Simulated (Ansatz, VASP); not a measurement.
## MgO: VASP beside Ansatz

The input INCAR:

```
PREC = Accurate
ENCUT = 600
EDIFF = 1E-6
ISMEAR = 0
SIGMA = 0.02
LREAL = F
LASPH = T
NELM = 120
ALGO = Normal
ISIF = 2
LWAVE = F
LCHARG = F
GGA = PE
IVDW = 12
NBANDS = 11
GGA_COMPAT = F
```

Contents of KPOINTS:

```
Automatic mesh
0
Gamma
  10 10 10
```

File POSCAR:

```
MgO
1.0
    0.0000000000      2.1246614091      2.1246614091
    2.1246614091      0.0000000000      2.1246614091
    2.1246614091      2.1246614091      0.0000000000
Mg O
1 1
Direct
    0.0000000000      0.0000000000      0.0000000000
    0.5000000000      0.5000000000      0.5000000000
```

Input for Ansatz:

```yaml
crystal:
  lattice:
    - [0.0, 2.1246614091, 2.1246614091]
    - [2.1246614091, 0.0, 2.1246614091]
    - [2.1246614091, 2.1246614091, 0.0]
  atoms:
    - { symbol: Mg, position: [0.0, 0.0, 0.0] }
    - { symbol: O, position: [0.5, 0.5, 0.5] }
basis:
  ecutwfc: 420
kpoints:
  mp_grid: { grid: [10, 10, 10] }
hamiltonian:
  xc: pbe
  dispersion: d3bj
  pseudopotentials: { kind: paw }
scf:
  occupations: { method: gaussian, width: 0.02 }
output:
  forces: true
  stress: true
  eigenvalues: true
```

Alike in both runs: task single point; functional PBE; dispersion D3(BJ); k mesh 10 × 10 × 10; occupations gaussian, width 0.02 eV; no spin polarisation.

|  | VASP | Ansatz |
| --- | --- | --- |
| version | VASP 6.6.1 | Ansatz 0.2.0 |
| potentials or method | VASP PAW PBE potentials, release 64 (Mg, O), cutoff 600 eV | scalar-relativistic, plane waves, PAW |
| valence electrons in the cell | 8 | 16 |

|  | VASP | Ansatz | Ansatz less VASP |
| --- | --- | --- | --- |
| gap on the k mesh at the Fermi level (eV) | 4.47 | 4.49 | +0.016 |
| least direct gap on the mesh (eV) | 4.47 | 4.49 | +0.016 |
| pressure (GPa) | -5.5 | -4.4 | +1.03 |

VASP's potentials hold 8 valence electrons a cell and Ansatz's 16, so a difference there can come from the potentials and not from the codes.
